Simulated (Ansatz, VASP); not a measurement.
One calculation of Li3ZrN2, two programs

```xyz
6
Lattice="4.4908 0.0000 0.0000 0.0000 4.4908 0.0000 0.0000 0.0000 3.6773" Properties=species:S:1:pos:R:3 pbc="T T T"
Li    2.2454    0.0000    1.8387
Li    0.0000    2.2454    1.8387
Li    2.2454    2.2454    1.8387
Zr    0.0000    0.0000    0.0000
N     2.2454    0.0000    0.0000
N     0.0000    2.2454    0.0000
```

Alike in both runs: functional PBE; k mesh 3 × 3 × 3; occupations gaussian, width 0.15 eV; no spin polarisation.

Ansatz relaxed the structure, and its values are those at the end. VASP's run is a single point on that final structure, the one shown.

|  | VASP | Ansatz |
| --- | --- | --- |
| version | VASP 6.6.1 | Ansatz 0.2.0 |
| potentials or method | VASP PAW PBE potentials, release 64 (Li_sv, Zr_sv, N), cutoff 750 eV | scalar-relativistic, plane waves, PAW |
| valence electrons in the cell | 31 | 31 |

Ansatz gave:

```
gap on the k mesh at the Fermi level (eV) : none
pressure (GPa)                            : 0.3
```

Q: Which values does VASP return?

A: gap on the k mesh at the Fermi level (eV): none; pressure (GPa): 0.4.

A gap of «none» marks a metal or a gap that the smearing closes.

The k mesh is coarse, so the values compare programs but aren't converged.
